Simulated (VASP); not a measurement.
# Pb (I4_1/amd) in VASP: electric field gradients with PBE

Aim: the electric field gradients of Pb with PBE.

All numbers are computed with VASP 6.6.1; they aren't measurements. Logs are shortened: lines on timing, memory, paths and dates and some standing lists are left out, and cuts for length are marked.

## Step 1: The cell of the first run

The structure is tetragonal, space group I4_1/amd (No. 141). The conventional cell has a = 4.863 Å, b = 4.863 Å, c = 6.672 Å, α = 90.00°, β = 90.00°, γ = 90.00°. Within 3.9 Å of Pb (site symmetry -4m2) lie 4 Pb at 2.95 Å.

## Step 2: Electric field gradients, PBE (zz strain of -3 %)

Contents of INCAR:

```
PREC = Accurate
ENCUT = 520
EDIFF = 1E-8
ISMEAR = -1
SIGMA = 0.05
LREAL = F
LASPH = T
NELM = 60
ALGO = Normal
ISIF = 2
LWAVE = F
LCHARG = F
GGA = PE
LEFG = T
NBANDS = 21
```

Contents of KPOINTS:

```
regular mesh
0
Gamma
  8 8 8
```

Contents of POSCAR:

```
Pb
1.0
    0.0000000000      3.4390000555      3.3358300538
    3.4390000555      0.0000000000      3.3358300538
    3.4390000555      3.4390000555      0.0000000000
Pb
2
Direct
    0.0000000000      0.0000000000      0.0000000000
    0.2500000000      0.2500000000      0.2500000000
```

Potentials or basis: VASP PAW PBE potentials, release 64 (Pb_d).

Launch:

```sh
$ cat potpaw_PBE.64/Pb_d/POTCAR > POTCAR
$ mpirun -np 1 vasp_std > vasp.out
```

OUTCAR:

```text
PREC = Accurate
   ENCUT = 520
   EDIFF = 1E-8
   ISMEAR = -1
   LREAL = F
   LASPH = T
   NELM = 60
   ISIF = 2
   GGA = PE

 ion  position               nearest neighbor table
   1  0.000  0.000  0.000-   2 2.95   2 2.95   2 2.95   2 2.95
   2  0.250  0.250  0.250-   1 2.95   1 2.95   1 2.95   1 2.95

  LATTYP: Found a body centered tetragonal cell.
 ALAT       =     4.8634805195
 C/A-ratio  =     1.3717871555

  Lattice vectors:

 A1 = (   0.0000000000,  -3.4390000555,  -3.3358300538)
 A2 = (   0.0000000000,   3.4390000555,  -3.3358300538)
 A3 = (   3.4390000555,   0.0000000000,   3.3358300538)

Analysis of symmetry for initial positions (statically):
=====================================================================
 Subroutine PRICEL returns:
 Original cell was already a primitive cell.

 Routine SETGRP: Setting up the symmetry group for a
 body centered tetragonal supercell.

 Subroutine GETGRP returns: Found 16 space group operations
 (whereof  8 operations were pure point group operations)
 out of a pool of 16 trial point group operations.

The static configuration has the point symmetry D_2d.
 The point group associated with its full space group is D_4h.

Analysis of symmetry for dynamics (positions and initial velocities):
=====================================================================
 Subroutine PRICEL returns:
 Original cell was already a primitive cell.

 Routine SETGRP: Setting up the symmetry group for a
 body centered tetragonal supercell.

 Subroutine GETGRP returns: Found 16 space group operations
 (whereof  8 operations were pure point group operations)
 out of a pool of 16 trial point group operations.

The dynamic configuration has the point symmetry D_2d.
 The point group associated with its full space group is D_4h.

 Subroutine INISYM returns: Found 16 space group operations
 (whereof  8 operations are pure point group operations),
 and found     1 'primitive' translations

----------------------------------------------------------------------------------------

                                     Primitive cell

  volume of cell :      78.9039

  direct lattice vectors                    reciprocal lattice vectors
     0.000000000  3.439000056  3.335830054    -0.145391100  0.145391100  0.149887732
     3.439000056  0.000000000  3.335830054     0.145391100 -0.145391100  0.149887732
     3.439000056  3.439000056  0.000000000     0.145391100  0.145391100 -0.149887732

  length of vectors
     4.791083753  4.791083753  4.863480519     0.254447393  0.254447393  0.254447393

  position of ions in fractional coordinates (direct lattice)
     0.000000000  0.000000000  0.000000000
     0.250000000  0.250000000  0.250000000

  ion indices of the primitive-cell ions
   primitive index   ion index
                 1           1
                 2           2

----------------------------------------------------------------------------------------

 KPOINTS: regular mesh

Automatic generation of k-mesh.
 Grid dimensions read from file:
 generate k-points for:    8    8    8

 Generating k-lattice:

  Cartesian coordinates                     Fractional coordinates (reciprocal lattice)
    -0.018173887  0.018173887  0.018735966     0.125000000  0.000000000  0.000000000
     0.018173887 -0.018173887  0.018735966     0.000000000  0.125000000  0.000000000
     0.018173887  0.018173887 -0.018735966     0.000000000  0.000000000  0.125000000

  Length of vectors
     0.031805924  0.031805924  0.031805924

  Shift w.r.t. Gamma in fractional coordinates (k-lattice)
     0.000000000  0.000000000  0.000000000

 Subroutine IBZKPT returns following result:
 ===========================================

 Found     59 irreducible k-points:

 Following reciprocal coordinates:
            Coordinates               Weight
  0.000000  0.000000  0.000000      1.000000
  0.125000  0.000000  0.000000      8.000000
  0.250000  0.000000  0.000000      8.000000
  0.375000  0.000000  0.000000      8.000000
  0.500000  0.000000  0.000000      4.000000
  0.125000  0.125000  0.000000      2.000000
[... 16 lines left out ...]
  0.250000  0.000000  0.125000     16.000000
  0.375000  0.000000  0.125000     16.000000
 [... further k-points ...]
   k-points           NKPTS =     59   k-points in BZ     NKDIM =     59   number of bands    NBANDS=     21
   number of dos      NEDOS =    301   number of ions     NIONS =      2
   total plane-waves  NPLWV =  46656
   dimension x,y,z NGX =    36 NGY =   36 NGZ =   36
   dimension x,y,z NGXF=    72 NGYF=   72 NGZF=   72
   ions per type =               2
   NGX,Y,Z   is equivalent  to a cutoff of  12.49, 12.49, 12.31 a.u.
   NGXF,Y,Z  is equivalent  to a cutoff of  24.98, 24.98, 24.61 a.u.
 SYSTEM =  unknown system
   PREC   = accura    normal or accurate (medium, high low for compatibility)
   ISTART =      0    job   : 0-new  1-cont  2-samecut
   ICHARG =      2    charge: 1-file 2-atom 10-const
   ISPIN  =      1    spin polarized calculation?
   LNONCOLLINEAR =      F non collinear calculations
   LSORBIT =      F    spin-orbit coupling
   LASPH  =      T    aspherical Exc in radial PAW
   ENCUT  =  520.0 eV  38.22 Ry    6.18 a.u.   8.91  8.91  9.04*2*pi/ulx,y,z
   NELM   =     60;   NELMIN=  2; NELMDL= -5     # of ELM steps
   EDIFF  = 0.1E-07   stopping-criterion for ELM
   LREAL  =      F    real-space projection
   EDIFFG = 0.1E-06   stopping-criterion for IOM
   NSW    =      0    number of steps for IOM
   IBRION =     -1    ionic relax: 0-MD 1-quasi-New 2-CG
   NFREE  =      0    steps in history (QN), initial steepest desc. (CG)
   ISIF   =      2    stress and relaxation
   ISYM   =      2    0-nonsym 1-usesym 2-fastsym
   POTIM  = 0.5000    time-step for ionic-motion
   TEBEG  =    0.0;   TEEND  =   0.0 temperature during run
   PSTRESS=    0.0 pullay stress
   NELECT =      28.0000    total number of electrons
   NUPDOWN=      -1.0000    fix difference up-down
   EMIN   =  10.00;   EMAX   =-10.00  energy-range for DOS
   EFERMI =   0.00;   METHOD = LEGACY
   ISMEAR =    -1;   SIGMA  =   0.05  broadening in eV -4-tet -1-fermi 0-gaus
   EFERMI_NEDOS =   21; number of points for ismear=-14 and -15
   IALGO  =     38    algorithm
   IMIX   =      4    mixing-type and parameters
     AMIX     =   0.40;   BMIX     =  1.00
     AMIX_MAG =   1.60;   BMIX_MAG =  1.00
  volume/ion in A,a.u.               =      39.45       266.23
  Fermi-wavevector in a.u.,A,eV,Ry     =   1.159030  2.190249 18.277400  1.343351
  Thomas-Fermi vector in A             =   2.295627
   LORBIT       =      0    0 simple, 1 ext, 2 COOP (PROOUT), +10 PAW based schemes
   GGA     = PE    functional components
   LHFCALC =     F    Hartree Fock is set to
   AEXX    =    0.0000 exact exchange contribution
   IVDW    =     0    specifies the selected vdW correction
   LEPSILON=     F    determine dielectric tensor
   LRPA    =     F    only Hartree local field effects (RPA)
 non-spin polarized calculation
  energy-cutoff  :      520.00
  volume of cell :       78.90
 maximum number of plane-waves:      2146
   NGX = 17   NGY = 17   NGZ = 19

 number of electron      28.0000009 magnetization

 Free energy of the ion-electron system (eV)
  ---------------------------------------------------
  ext. energy  EPLUGINS =         0.00000000
  ---------------------------------------------------
  free energy    TOTEN  =        -6.51986483 eV

  energy without entropy =       -6.51630530  energy(sigma->0) =       -6.51808507

 E-fermi :   4.6628     XC(G=0):  -8.5585

 val. band max:        4.6066277528   @ k =  -0.1250   0.1250   0.0000
 cond. band min:       4.6945639338   @ k =   0.1250   0.0000   0.0000
 fundamental gap:      0.0879361810
 Fermi energy:         4.6627731781

 k-point     1 :       0.0000    0.0000    0.0000
  band No.  band energies     occupation
      1     -12.6526      2.00000
      2     -12.6327      2.00000
      3     -12.6327      2.00000
      4     -12.5631      2.00000
      5     -12.5527      2.00000
      6     -12.1033      2.00000
[... 13 lines left out ...]
     20      12.4949      0.00000
     21      12.4949      0.00000

 k-point     2 :       0.1250    0.0000    0.0000
  band No.  band energies     occupation
      1     -12.6641      2.00000
      2     -12.6498      2.00000
      3     -12.6344      2.00000
      4     -12.5379      2.00000
      5     -12.5296      2.00000
      6     -12.1276      2.00000
[... 13 lines left out ...]
     20      11.8605      0.00000
     21      11.9685      0.00000

 k-point     3 :       0.2500    0.0000    0.0000
  band No.  band energies     occupation
      1     -12.6853      2.00000
      2     -12.6698      2.00000
      3     -12.6271      2.00000
      4     -12.4999      2.00000
      5     -12.4934      2.00000
      6     -12.1609      2.00000
[... 13 lines left out ...]
     20      11.7535      0.00000
     21      11.8673      0.00000

 k-point     4 :       0.3750    0.0000    0.0000
  band No.  band energies     occupation
      1     -12.6978      2.00000
      2     -12.6790      2.00000
      3     -12.6180      2.00000
      4     -12.4762      2.00000
      5     -12.4710      2.00000
      6     -12.1811      2.00000
[... 13 lines left out ...]
     20      12.4043      0.00000
     21      12.4671      0.00000

 k-point     5 :       0.5000    0.0000    0.0000
  band No.  band energies     occupation
      1     -12.7014      2.00000
      2     -12.6811      2.00000
      3     -12.6140      2.00000
      4     -12.4696      2.00000
      5     -12.4647      2.00000
      6     -12.1874      2.00000
[... 13 lines left out ...]
     20      12.6504      0.00000
     21      13.1125      0.00000
[... 382 lines left out ...]
     20      13.0433      0.00000
     21      14.9356      0.00000

 k-point    22 :       0.1250    0.0000    0.1250
  band No.  band energies     occupation
      1     -12.6648      2.00000
      2     -12.6535      2.00000
      3     -12.6460      2.00000
      4     -12.5378      2.00000
      5     -12.5059      2.00000
      6     -12.1821      2.00000
[... 13 lines left out ...]
     20      10.8787      0.00000
     21      12.8637      0.00000

 k-point    23 :       0.2500    0.0000    0.1250
  band No.  band energies     occupation
      1     -12.6882      2.00000
      2     -12.6696      2.00000
      3     -12.6387      2.00000
      4     -12.5077      2.00000
      5     -12.4626      2.00000
      6     -12.2305      2.00000
[... 13 lines left out ...]
     20      11.1883      0.00000
     21      12.6450      0.00000

 k-point    24 :       0.3750    0.0000    0.1250
  band No.  band energies     occupation
      1     -12.7091      2.00000
      2     -12.6869      2.00000
      3     -12.6126      2.00000
      4     -12.4749      2.00000
      5     -12.4355      2.00000
      6     -12.2527      2.00000
[... 13 lines left out ...]
     20      12.1571      0.00000
     21      12.9912      0.00000

 [... further k-points ...]
[... 5 lines left out ...]
  --------------------------------------------------------------------------------------
  -------------------------------------------------------------------------------------
  Total        1.6714338      1.6714338      1.7922703      0.0000000     -0.0000000      0.0000000
  in kB       33.9391913     33.9391913     36.3928287      0.0000000     -0.0000000      0.0000000
  external PRESSURE =      34.7570704 kB  Pullay stress =       0.0000000 kB

 VOLUME and BASIS-vectors are now :
 -----------------------------------------------------------------------------
  energy-cutoff  :      520.00
  volume of cell :       78.90
      direct lattice vectors                 reciprocal lattice vectors
     0.000000000  3.439000056  3.335830054    -0.145391100  0.145391100  0.149887732
     3.439000056  0.000000000  3.335830054     0.145391100 -0.145391100  0.149887732
     3.439000056  3.439000056  0.000000000     0.145391100  0.145391100 -0.149887732

 POSITION                                       TOTAL-FORCE (eV/Angst)
 -----------------------------------------------------------------------------------
      0.00000      0.00000      0.00000         0.000000      0.000000      0.000000
      1.71950      1.71950      1.66792        -0.000000     -0.000000     -0.000000
 -----------------------------------------------------------------------------------
    total drift:                                0.000000      0.000000      0.000000

  FREE ENERGIE OF THE ION-ELECTRON SYSTEM (eV)
  ---------------------------------------------------
  free  energy   TOTEN  =        -6.5198648305 eV

  energy  without entropy=       -6.5163052996  energy(sigma->0) =       -6.51808507

 Electric field gradients (V/A^2)
---------------------------------------------------------------------
 ion       V_xx      V_yy      V_zz      V_xy      V_xz      V_yz
---------------------------------------------------------------------
   1     -10.255   -10.255    20.509    -0.000    -0.001    -0.001
   2     -10.255   -10.255    20.509    -0.000    -0.001    -0.001
---------------------------------------------------------------------

 Electric field gradients after diagonalization (V/A^2)
 (convention: |V_zz| > |V_xx| > |V_yy|)
----------------------------------------------------------------------
 ion       V_xx      V_yy      V_zz     asymmetry (V_yy - V_xx)/ V_zz
----------------------------------------------------------------------
   1     -10.255   -10.254    20.509       0.000
   2     -10.255   -10.254    20.509       0.000
----------------------------------------------------------------------

           NMR quadrupolar parameters

 Cq : quadrupolar parameter    Cq=e*Q*V_zz/h
 eta: asymmetry parameters     (V_yy - V_xx)/ V_zz
 Q  : nuclear electric quadrupole moment in mb (millibarn)
----------------------------------------------------------------------
 ion       Cq(MHz)       eta       Q (mb)
----------------------------------------------------------------------
   1       0.050       0.000       1.000
   2       0.050       0.000       1.000
----------------------------------------------------------------------
```

It took 73 s on 1 thread of Intel Xeon Platinum 8259CL at 2.50GHz (Skylake/Cascade Lake), shared host; peak memory 0.24 GiB.

Results:

```
Free energy            : -6.5199 eV
Pressure               : 3.5 GPa
Band gap on the k mesh : zero (band 14 reaches 4.97 eV, above the bottom of band 15 at 3.94 eV)
```

Electric field gradients, principal values (V/Å²):
| atom | least | middle | greatest (by size) |
| --- | --- | --- | --- |
| 1 Pb | -10.254 | -10.255 | 20.509 |
| 2 Pb | -10.254 | -10.255 | 20.509 |

Caveat: the cell differs from its parent crystal (zz strain of -3 %); without QUAD_EFG the Cq values of the log hold for a quadrupole moment of 1 mb, not for the nuclei; spin-orbit coupling is left out, which moves the levels of the heavy elements.
